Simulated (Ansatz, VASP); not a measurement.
# Two plane-wave programs on S3O

The input INCAR:

```
PREC = Accurate
ENCUT = 600
EDIFF = 1E-7
ISMEAR = 0
SIGMA = 0.1
LREAL = False
LASPH = True
NELM = 60
ALGO = Normal
ISIF = 3
LWAVE = False
LCHARG = False
GGA = PE
IVDW = 12
IBRION = 2
NSW = 100
EDIFFG = -0.01
```

File KPOINTS:

```
Automatic mesh
0
Gamma
  12 12 12
```

POSCAR

```
S3O
1.0
    4.1636802341      0.0000000000      0.0000000000
    0.0000000000      4.1636802341      0.0000000000
    0.0000000000      0.0000000000      4.1636802341
S O
3 1
Direct
    0.5000000000      0.0000000000      0.0000000000
    0.0000000000      0.5000000000      0.0000000000
    0.0000000000      0.0000000000      0.5000000000
    0.0000000000      0.0000000000      0.0000000000
```

Input for Ansatz:

```yaml
crystal:
  lattice:
    - [4.1636802341, 0.0, 0.0]
    - [0.0, 4.1636802341, 0.0]
    - [0.0, 0.0, 4.1636802341]
  atoms:
    - { symbol: S, position: [0.5, 0.0, 0.0] }
    - { symbol: S, position: [0.0, 0.5, 0.0] }
    - { symbol: S, position: [0.0, 0.0, 0.5] }
    - { symbol: O, position: [0.0, 0.0, 0.0] }
basis:
  ecutwfc: 420
kpoints:
  mp_grid: { grid: [12, 12, 12] }
hamiltonian:
  xc: pbe
  dispersion: d3bj
scf:
  occupations: { method: gaussian, width: 0.1 }
output:
  forces: true
  stress: true
  eigenvalues: true
relax:
  adjacent_minimum: "off"
  f_tol: 0.01
  max_steps: 80
  cell: { stress_tol: 0.05 }
```

Alike in both runs: task relaxation of cell and atoms; functional PBE; dispersion D3(BJ); k mesh 12 × 12 × 12; occupations gaussian, width 0.1 eV; no spin polarisation.

```csv
,VASP,Ansatz
version,VASP 6.6.1,Ansatz 0.2.0
potentials or method,"VASP PAW PBE potentials, release 64 (S, O), cutoff 600 eV","scalar-relativistic, plane waves, PAW"
valence electrons in the cell,24,24
```

VASP gave:

| Item | Value |
| --- | --- |
| gap on the k mesh at the Fermi level, each at its own relaxed structure (eV) | none |
| relaxed volume (Å³/atom) | 18.11 |
| relaxed length of the cell vector where the two differ most in proportion (Å) | 4.168 |

Task: Estimate Ansatz's values.

Result: gap on the k mesh at the Fermi level, each at its own relaxed structure (eV): none; relaxed volume (Å³/atom): 18.15; relaxed length of the cell vector where the two differ most in proportion (Å): 4.172.

A gap of «none» marks a metal or a gap that the smearing closes.
